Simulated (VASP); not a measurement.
# N (R-3c) in VASP: notebook

Runs on N. Level: r2SCAN. Tasks: single point.

Program: VASP 6.6.1. These are calculated values, not measurements. Logs are shortened: lines on timing, memory, paths and dates and some standing lists are left out, and cuts for length are marked.

### 1 The cell of the first run

It takes space group R-3c (No. 167, trigonal). The conventional cell has a = 9.862 Å, b = 9.862 Å, c = 13.207 Å, α = 90.00°, β = 90.00°, γ = 120.00°. Within 1.5 Å of N (site symmetry 1) lie 1 N at 1.11 Å. Within 1.5 Å of N (site symmetry 3) lie 1 N at 1.11 Å.

### 2 Single point, r2SCAN

POSCAR reads:

```
N
1.0
    4.9308690349      2.8468385646      4.4024911852
   -4.9308690349      2.8468385646      4.4024911852
    0.0000000000     -5.6936771292      4.4024911852
N
16
Direct
    0.5586118100      0.0423832500      0.7208305700
    0.9576167500      0.2791694300      0.4413881900
    0.7208305700      0.5586118100      0.0423832500
    0.9581408800      0.9581408800      0.9581408800
    0.5423832500      0.0586118100      0.2208305700
    0.7791694300      0.4576167500      0.9413881900
    0.2791694300      0.4413881900      0.9576167500
    0.0418591200      0.0418591200      0.0418591200
    0.4576167500      0.9413881900      0.7791694300
    0.5418591200      0.5418591200      0.5418591200
    0.4413881900      0.9576167500      0.2791694300
    0.4581408800      0.4581408800      0.4581408800
    0.0423832500      0.7208305700      0.5586118100
    0.9413881900      0.7791694300      0.4576167500
    0.2208305700      0.5423832500      0.0586118100
    0.0586118100      0.2208305700      0.5423832500
```

INCAR.step1 reads:

```
SYSTEM = N
ALGO     = Normal         ! electronic algorithm
EDIFF    = 1E-4           ! SCF threshold, eV
ENCUT    = 520            ! plane-wave cutoff, eV
GGA      = PE             ! functional
ISMEAR   = 0              ! smearing method
LASPH    = .True.         ! aspherical terms in the spheres
LCHARG   = .False.        ! write CHGCAR
LREAL    = Auto         
LWAVE    = .True.         ! write WAVECAR
NBANDS   = 54             ! bands
NELM     = 100            ! most SCF steps
PREC     = Accurate       ! precision mode
SIGMA    = 0.1            ! smearing width, eV
```

INCAR.step2 reads:

```
SYSTEM = N
ALGO     = Normal         ! electronic algorithm
EDIFF    = 1E-7           ! SCF threshold, eV
ENCUT    = 520            ! plane-wave cutoff, eV
ISIF     = 2              ! what is computed and relaxed
ISMEAR   = 0              ! smearing method
ISTART   = 1            
LASPH    = .True.         ! aspherical terms in the spheres
LCHARG   = .False.        ! write CHGCAR
LMIXTAU  = .True.       
LREAL    = Auto         
LWAVE    = .False.        ! write WAVECAR
METAGGA  = R2SCAN         ! meta-GGA
NBANDS   = 54             ! bands
NELM     = 100            ! most SCF steps
PREC     = Accurate       ! precision mode
SIGMA    = 0.1            ! smearing width, eV
```

KPOINTS reads:

```
k-points
0
Gamma
  3 3 3
  0 0 0
```

Potentials or basis: VASP PAW PBE potentials, release 64 (N).

On the command line:

```bash
$ cat potpaw_PBE.64/N/POTCAR > POTCAR
$ cp INCAR.step1 INCAR
$ mpirun -np 1 vasp_std > vasp.out
$ cp INCAR.step2 INCAR
$ mpirun -np 1 vasp_std > vasp.out
```

OUTCAR:

```text
SYSTEM = N
   EDIFF = 1E-7
   ENCUT = 520
   ISIF = 2
   ISMEAR = 0
   ISTART = 1
   LASPH = .True.
   LREAL = Auto
   METAGGA = R2SCAN
   NELM = 100
   PREC = Accurate

 ion  position               nearest neighbor table
   1  0.559  0.042  0.721-   9 1.11
   2  0.958  0.279  0.441-  16 1.11
   3  0.721  0.559  0.042-   6 1.11
   4  0.958  0.958  0.958-   8 1.11
   5  0.542  0.059  0.221-  11 1.11
   6  0.779  0.458  0.941-   3 1.11
[... 8 lines left out ...]
  15  0.221  0.542  0.059-   7 1.11
  16  0.059  0.221  0.542-   2 1.11

  LATTYP: Found a trigonal (rhomboedric) cell.
 ALAT       =     7.1972138976
 COS(alpha) =     0.0612539745

  Lattice vectors:

 A1 = (   4.9308690349,   2.8468385646,   4.4024911852)
 A2 = (  -4.9308690349,   2.8468385646,   4.4024911852)
 A3 = (   0.0000000000,  -5.6936771292,   4.4024911852)

Analysis of symmetry for initial positions (statically):
=====================================================================
 Subroutine PRICEL returns:
 Original cell was already a primitive cell.

 Routine SETGRP: Setting up the symmetry group for a
 trigonal (rhombohedral) supercell.

 Subroutine GETGRP returns: Found 12 space group operations
 (whereof  6 operations were pure point group operations)
 out of a pool of 12 trial point group operations.

The static configuration has the point symmetry S_6 .
 The point group associated with its full space group is D_3d.

Analysis of symmetry for dynamics (positions and initial velocities):
=====================================================================
 Subroutine PRICEL returns:
 Original cell was already a primitive cell.

 Routine SETGRP: Setting up the symmetry group for a
 trigonal (rhombohedral) supercell.

 Subroutine GETGRP returns: Found 12 space group operations
 (whereof  6 operations were pure point group operations)
 out of a pool of 12 trial point group operations.

The dynamic configuration has the point symmetry S_6 .
 The point group associated with its full space group is D_3d.

 Subroutine INISYM returns: Found 12 space group operations
 (whereof  6 operations are pure point group operations),
 and found     1 'primitive' translations

----------------------------------------------------------------------------------------

                                     Primitive cell

  volume of cell :     370.7969

  direct lattice vectors                    reciprocal lattice vectors
     4.930869035  2.846838565  4.402491185     0.101402004  0.058544474  0.075714708
    -4.930869035  2.846838565  4.402491185    -0.101402004  0.058544474  0.075714708
     0.000000000 -5.693677129  4.402491185     0.000000000 -0.117088948  0.075714708

  length of vectors
     7.197213898  7.197213898  7.197213898     0.139436504  0.139436504  0.139436504

  position of ions in fractional coordinates (direct lattice)
     0.558611810  0.042383250  0.720830570
     0.957616750  0.279169430  0.441388190
     0.720830570  0.558611810  0.042383250
     0.958140880  0.958140880  0.958140880
     0.542383250  0.058611810  0.220830570
     0.779169430  0.457616750  0.941388190
[... 8 lines left out ...]
     0.220830570  0.542383250  0.058611810
     0.058611810  0.220830570  0.542383250

  ion indices of the primitive-cell ions
   primitive index   ion index
                 1           1
                 2           2
                 3           3
                 4           4
                 5           5
                 6           6
[... 8 lines left out ...]
                15          15
                16          16

----------------------------------------------------------------------------------------

 KPOINTS: k-points

Automatic generation of k-mesh.
 Grid dimensions read from file:
 generate k-points for:    3    3    3

 Generating k-lattice:

  Cartesian coordinates                     Fractional coordinates (reciprocal lattice)
     0.033800668  0.019514825  0.025238236     0.333333333 -0.000000000  0.000000000
[... 51 lines left out ...]
 fundamental gap:      8.0173877196
 Fermi energy:        -6.6111909720

 k-point     1 :       0.0000    0.0000    0.0000
  band No.  band energies     occupation
      1     -26.4037      2.00000
      2     -26.3818      2.00000
      3     -26.3818      2.00000
      4     -26.3510      2.00000
      5     -26.3498      2.00000
      6     -26.3498      2.00000
[... 44 lines left out ...]
     51       1.5762      0.00000
     52       1.7340      0.00000

 k-point     2 :       0.3333    0.0000    0.0000
  band No.  band energies     occupation
      1     -26.3964      2.00000
      2     -26.3854      2.00000
      3     -26.3754      2.00000
      4     -26.3598      2.00000
      5     -26.3503      2.00000
      6     -26.3498      2.00000
[... 44 lines left out ...]
     51       1.7012      0.00000
     52       1.7424      0.00000

 k-point     3 :       0.3333    0.3333    0.0000
  band No.  band energies     occupation
      1     -26.3913      2.00000
      2     -26.3803      2.00000
      3     -26.3749      2.00000
      4     -26.3604      2.00000
      5     -26.3590      2.00000
      6     -26.3500      2.00000
[... 44 lines left out ...]
     51       1.6700      0.00000
     52       1.7077      0.00000

 k-point     4 :      -0.3333    0.3333    0.0000
  band No.  band energies     occupation
      1     -26.3897      2.00000
      2     -26.3825      2.00000
      3     -26.3747      2.00000
      4     -26.3604      2.00000
      5     -26.3588      2.00000
      6     -26.3500      2.00000
[... 44 lines left out ...]
     51       1.6601      0.00000
     52       1.6773      0.00000

 k-point     5 :       0.3333    0.3333    0.3333
  band No.  band energies     occupation
      1     -26.3857      2.00000
      2     -26.3748      2.00000
      3     -26.3748      2.00000
      4     -26.3613      2.00000
      5     -26.3586      2.00000
      6     -26.3586      2.00000
[... 44 lines left out ...]
     51       1.6666      0.00000
     52       1.7308      0.00000

 k-point     6 :      -0.3333    0.3333    0.3333
  band No.  band energies     occupation
      1     -26.3825      2.00000
      2     -26.3779      2.00000
      3     -26.3754      2.00000
      4     -26.3609      2.00000
      5     -26.3592      2.00000
      6     -26.3581      2.00000
[... 44 lines left out ...]
     51       1.6796      0.00000
     52       1.7153      0.00000
 [bands above 52 left out]

------------------------ aborting loop because EDIFF is reached ----------------------------------------

  FORCE on cell =-STRESS in cart. coord.  units (eV):
  Direction    XX          YY          ZZ          XY          YZ          ZX
  --------------------------------------------------------------------------------------
  -------------------------------------------------------------------------------------
  Total       -0.2885495     -0.2885495      0.0648665      0.0000000     -0.0000000      0.0000000
  in kB       -1.2467945     -1.2467945      0.2802820      0.0000000     -0.0000000      0.0000000
  external PRESSURE =      -0.7377690 kB  Pullay stress =       0.0000000 kB

 VOLUME and BASIS-vectors are now :
 -----------------------------------------------------------------------------
  energy-cutoff  :      520.00
  volume of cell :      370.80
      direct lattice vectors                 reciprocal lattice vectors
     4.930869035  2.846838565  4.402491185     0.101402004  0.058544474  0.075714708
    -4.930869035  2.846838565  4.402491185    -0.101402004  0.058544474  0.075714708
     0.000000000 -5.693677129  4.402491185     0.000000000 -0.117088948  0.075714708

 POSITION                                       TOTAL-FORCE (eV/Angst)
 -----------------------------------------------------------------------------------
      2.54546     -2.39324      5.81933         0.000504      0.141356      0.089280
      3.34533      1.00781      7.38815        -0.122166      0.071115     -0.089280
      0.79988      3.40105      5.81933        -0.122670     -0.070241      0.089280
      0.00000      0.00000     12.65462         0.000000      0.000000     -0.156801
      2.38541      0.45360      3.61808        -0.000504      0.141356      0.089280
      1.58553     -1.83903      9.58939         0.122166      0.071115     -0.089280
[... 8 lines left out ...]
     -1.58553      1.83903      3.61808        -0.122166     -0.071115      0.089280
     -0.79988     -2.29263      3.61808         0.122670     -0.070241      0.089280
 -----------------------------------------------------------------------------------
    total drift:                               -0.000000     -0.000000      0.000000

  FREE ENERGIE OF THE ION-ELECTRON SYSTEM (eV)
  ---------------------------------------------------
  free  energy   TOTEN  =      -145.9637362079 eV

  energy  without entropy=     -145.9637362079  energy(sigma->0) =     -145.96373621
```

Run time: 6.5 min. Hardware: 1 thread of Intel Xeon 6975P-C (Granite Rapids), shared host; peak memory 0.45 GiB.

Results:

```
Free energy            : -145.9637 eV
Pressure               : -0.1 GPa
Largest force          : 0.167 eV/Å
Band gap on the k mesh : 8.02 eV, indirect (least direct gap 8.07 eV)
```

Forces on the atoms (eV/Å):
```
N    0.001  0.141  0.089
N   -0.122  0.071 -0.089
N   -0.123 -0.070  0.089
N    0.000  0.000 -0.157
N   -0.001  0.141  0.089
N    0.122  0.071 -0.089
N    0.123  0.070 -0.089
N    0.000  0.000  0.157
N    0.001 -0.141 -0.089
N    0.000  0.000  0.157
N   -0.001 -0.141 -0.089
N    0.000  0.000 -0.157
N    0.122 -0.071  0.089
N   -0.123  0.070 -0.089
N   -0.122 -0.071  0.089
N    0.123 -0.070  0.089
```

Caveat: the standard files for N, O and F lose accuracy on very short bonds; the PAW data sets were made with another functional, which shifts forces and pressure a little.

### 3 Single point, r2SCAN

This run uses another cell than the first one, of 23.47 Å³/atom, 1.013 times its volume.

POSCAR reads:

```
N
1.0
    4.9505383437      2.8581946453      4.4227314875
   -4.9505383437      2.8581946453      4.4227314875
    0.0000000000     -5.7163892907      4.4227314875
N
16
Direct
    0.5576752274      0.0396841949      0.7171322770
    0.9603158051      0.2828677230      0.4423247726
    0.7171322770      0.5576752274      0.0396841949
    0.9588183369      0.9588183369      0.9588183369
    0.5396841949      0.0576752274      0.2171322770
    0.7828677230      0.4603158051      0.9423247726
    0.2828677230      0.4423247726      0.9603158051
    0.0411816631      0.0411816631      0.0411816631
    0.4603158051      0.9423247726      0.7828677230
    0.5411816631      0.5411816631      0.5411816631
    0.4423247726      0.9603158051      0.2828677230
    0.4588183369      0.4588183369      0.4588183369
    0.0396841949      0.7171322770      0.5576752274
    0.9423247726      0.7828677230      0.4603158051
    0.2171322770      0.5396841949      0.0576752274
    0.0576752274      0.2171322770      0.5396841949
```

INCAR.step1 reads:

```
ALGO = Normal ; EDIFF = 1E-4
ENCUT = 520 ; GGA = PE
ISMEAR = 0 ; LASPH = T
LCHARG = F ; LREAL = Auto
LWAVE = T ; NBANDS = 54
NELM = 100 ; PREC = Accurate
SIGMA = 0.1
```

INCAR.step2 reads:

```
ALGO = Normal ; EDIFF = 1E-6
ENCUT = 520 ; ISIF = 2
ISMEAR = 0 ; ISTART = 1
LASPH = T ; LCHARG = F
LMIXTAU = T ; LREAL = Auto
LWAVE = F ; METAGGA = R2SCAN
NBANDS = 54 ; NELM = 100
PREC = Accurate ; SIGMA = 0.1
```

KPOINTS reads:

```
k-points
0
Gamma
  3 3 3
```

Potentials or basis: VASP PAW PBE potentials, release 64 (N).

On the command line:

```bash
$ cat potpaw_PBE.64/N/POTCAR > POTCAR
$ cp INCAR.step1 INCAR
$ mpirun -np 1 vasp_std > vasp.out
$ cp INCAR.step2 INCAR
$ mpirun -np 1 vasp_std > vasp.out
```

Wall time 4.7 min (1 thread of Intel Xeon 6975P-C (Granite Rapids), shared host); peak memory 0.45 GiB.

The run converged. Its results:

- Free energy: -145.8399 eV
- Pressure: 2.6 GPa
- Largest force: 2.345 eV/Å
- Band gap on the k mesh: 8.24 eV, indirect (least direct gap 8.30 eV)

Forces in eV/Å, atoms in the order of the input:
```
N    0.000  2.000  1.223
N   -1.732  1.000 -1.223
N   -1.732 -1.000  1.223
N    0.000  0.000 -2.345
N    0.000  2.000  1.223
N    1.732  1.000 -1.223
N    1.732  1.000 -1.223
N    0.000  0.000  2.345
N    0.000 -2.000 -1.223
N    0.000  0.000  2.345
N    0.000 -2.000 -1.223
N    0.000  0.000 -2.345
N    1.732 -1.000  1.223
N   -1.732  1.000 -1.223
N   -1.732 -1.000  1.223
N    1.732 -1.000  1.223
```

Stress tensor (GPa, compression positive):
```
2.05 0.00 0.00
0.00 2.05 0.00
0.00 0.00 3.64
```

Levels at points of the mesh, in eV from the valence-band top:
```csv
k point,band 37,band 38,band 39,band 40,band 41,band 42,band 43,band 44
"(0.00, 0.00, 0.00)",-0.14,-0.14,-0.13,0.00,8.36,8.36,8.37,8.66
```

Caveat: the standard files for N, O and F lose accuracy on very short bonds; the PAW data sets were made with another functional, which shifts forces and pressure a little.

### 4 Single point, r2SCAN

This run uses another cell than the first one, of 24.04 Å³/atom, 1.037 times its volume.

POSCAR reads:

```
N
1.0
    4.9806473205      2.8755780712      4.4767283035
   -4.9806473205      2.8755780712      4.4767283035
    0.0000000000     -5.7511561425      4.4767283035
N
16
Direct
    0.5577276579      0.0383493317      0.7163718777
    0.9616506683      0.2836281223      0.4422723421
    0.7163718777      0.5577276579      0.0383493317
    0.9593073034      0.9593073034      0.9593073034
    0.5383493317      0.0577276579      0.2163718777
    0.7836281223      0.4616506683      0.9422723421
    0.2836281223      0.4422723421      0.9616506683
    0.0406926966      0.0406926966      0.0406926966
    0.4616506683      0.9422723421      0.7836281223
    0.5406926966      0.5406926966      0.5406926966
    0.4422723421      0.9616506683      0.2836281223
    0.4593073034      0.4593073034      0.4593073034
    0.0383493317      0.7163718777      0.5577276579
    0.9422723421      0.7836281223      0.4616506683
    0.2163718777      0.5383493317      0.0577276579
    0.0577276579      0.2163718777      0.5383493317
```

INCAR.step1 reads:

```
PREC     = Accurate       # precision mode
ENCUT    = 520            # plane-wave cutoff, eV
ISMEAR   = 0              # smearing method
SIGMA    = 0.02           # smearing width, eV
LREAL    = Auto         
LASPH    = True           # aspherical terms in the spheres
NELM     = 100            # most SCF steps
NBANDS   = 54             # bands
GGA      = PE             # functional
ALGO     = Normal         # electronic algorithm
EDIFF    = 1E-4           # SCF threshold, eV
LWAVE    = True           # write WAVECAR
LCHARG   = False          # write CHGCAR
```

INCAR.step2 reads:

```
PREC     = Accurate       # precision mode
ENCUT    = 520            # plane-wave cutoff, eV
EDIFF    = 1E-6           # SCF threshold, eV
ISMEAR   = 0              # smearing method
SIGMA    = 0.02           # smearing width, eV
LREAL    = Auto         
LASPH    = True           # aspherical terms in the spheres
NELM     = 100            # most SCF steps
ALGO     = Normal         # electronic algorithm
ISIF     = 2              # what is computed and relaxed
LWAVE    = False          # write WAVECAR
LCHARG   = False          # write CHGCAR
METAGGA  = R2SCAN         # meta-GGA
LMIXTAU  = True         
NBANDS   = 54             # bands
ISTART   = 1
```

KPOINTS reads:

```
regular mesh
0
Gamma
  3 3 3
```

On the command line:

```bash
$ cat potpaw_PBE.64/N/POTCAR > POTCAR
$ cp INCAR.step1 INCAR
$ mpirun -np 1 vasp_std > vasp.out
$ cp INCAR.step2 INCAR
$ mpirun -np 1 vasp_std > vasp.out
```

It took 4.5 min on 1 thread of Intel Xeon 6975P-C (Granite Rapids), shared host; peak memory 0.44 GiB.

Results (log left out):

| Item | Value |
| --- | --- |
| Free energy | -145.8440 eV |
| Pressure | 2.5 GPa |
| Largest force | 2.314 eV/Å |
| Band gap on the k mesh | 8.28 eV, indirect (least direct gap 8.34 eV) |

Forces in eV/Å, atoms in the order of the input:
```
N   -0.001  1.989  1.183
N   -1.723  0.994 -1.183
N   -1.722 -0.995  1.183
N    0.000  0.000 -2.312
N    0.001  1.989  1.183
N    1.723  0.994 -1.183
N    1.722  0.995 -1.183
N    0.000  0.000  2.312
N   -0.001 -1.989 -1.183
N    0.000  0.000  2.312
N    0.001 -1.989 -1.183
N    0.000  0.000 -2.312
N    1.723 -0.994  1.183
N   -1.722  0.995 -1.183
N   -1.723 -0.994  1.183
N    1.722 -0.995  1.183
```

Stress tensor (GPa, compression positive):
```
1.98 0.00 0.00
0.00 1.98 0.00
0.00 0.00 3.40
```

Levels at points of the mesh, in eV from the valence-band top:
```
           k point  band 38  band 39  band 40  band 41  band 42  band 43
(0.00, 0.00, 0.00)    -0.13    -0.12     0.00     8.38     8.38     8.42
```

Caveat: the standard files for N, O and F lose accuracy on very short bonds; the PAW data sets were made with another functional, which shifts forces and pressure a little. r2SCAN opens gaps a little over a GGA but as a rule still falls short of measured ones.

### 5 Summary

| cell | smearing | gap on the mesh (eV) | pressure (GPa) | largest force (eV/Å) |
| --- | --- | --- | --- | --- |
| a = 7.197 Å, angles 86.5°, 16 atoms | gaussian 0.1 eV | 8.02 | -0.1 | 0.17 |
| a = 7.228 Å, angles 86.5°, 16 atoms | gaussian 0.1 eV | 8.24 | 2.6 | 2.35 |
| a = 7.288 Å, angles 86.2°, 16 atoms | gaussian 0.02 eV | 8.28 | 2.5 | 2.31 |

Alike in all rows: task single point; level r2SCAN; potentials or basis VASP PAW PBE potentials, release 64 (N); no spin polarisation; k mesh 3 × 3 × 3; cutoff (eV) 520.

Caveats: the standard files for N, O and F lose accuracy on very short bonds; the PAW data sets were made with another functional, which shifts forces and pressure a little.

Absolute energies hang on the potentials; compare differences alone.
